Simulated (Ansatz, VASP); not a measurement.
One calculation of P, two programs

File INCAR:

```
PREC = Accurate ; ENCUT = 520
EDIFF = 1E-6 ; ISMEAR = -1
SIGMA = 0.1 ; LREAL = F
LASPH = T ; NELM = 60
ALGO = Normal ; ISIF = 2
LWAVE = F ; LCHARG = F
NBANDS = 8
```

File KPOINTS:

```
regular mesh
0
Gamma
  17 17 17
```

POSCAR

```
P
1.0
    0.0000000000      1.7984164798      1.7984164798
    1.7984164798      0.0000000000      1.7984164798
    1.7984164798      1.7984164798      0.0000000000
P
1
Direct
    0.0000000000      0.0000000000      0.0000000000
```

Input for Ansatz:

```yaml
crystal:
  lattice:
    - [0.0, 1.7984164798, 1.7984164798]
    - [1.7984164798, 0.0, 1.7984164798]
    - [1.7984164798, 1.7984164798, 0.0]
  atoms:
    - { symbol: P, position: [0.0, 0.0, 0.0] }
kpoints:
  mp_grid: { grid: [17, 17, 17] }
scf:
  occupations: { method: fermi_dirac, width: 0.1 }
hamiltonian:
  xc: lda
  pseudopotentials: { kind: all_electron, lapw: { basis_error: 0.001 } }
output:
  forces: true
  stress: true
  eigenvalues: true
  populations: true
```

Change from the starting cell: volume scaled by 0.84, LAPW.

Alike in both runs: task single point; functional LDA; k mesh 17 × 17 × 17; occupations fermi-dirac, width 0.1 eV; no spin polarisation.

```csv
,VASP,Ansatz
version,VASP 6.6.1,Ansatz 0.2.0
potentials or method,"VASP PAW LDA potentials, release 64 (P), cutoff 520 eV","all-electron LAPW, scalar-relativistic"
```

|  | VASP | Ansatz | Ansatz less VASP |
| --- | --- | --- | --- |
| pressure (GPa) | 25.7 | 26.1 | +0.39 |

LDA's correlation is that of Perdew and Zunger in VASP and of Perdew and Wang (1992) in Ansatz. Ansatz ran all-electron here, and VASP with PAW potentials.
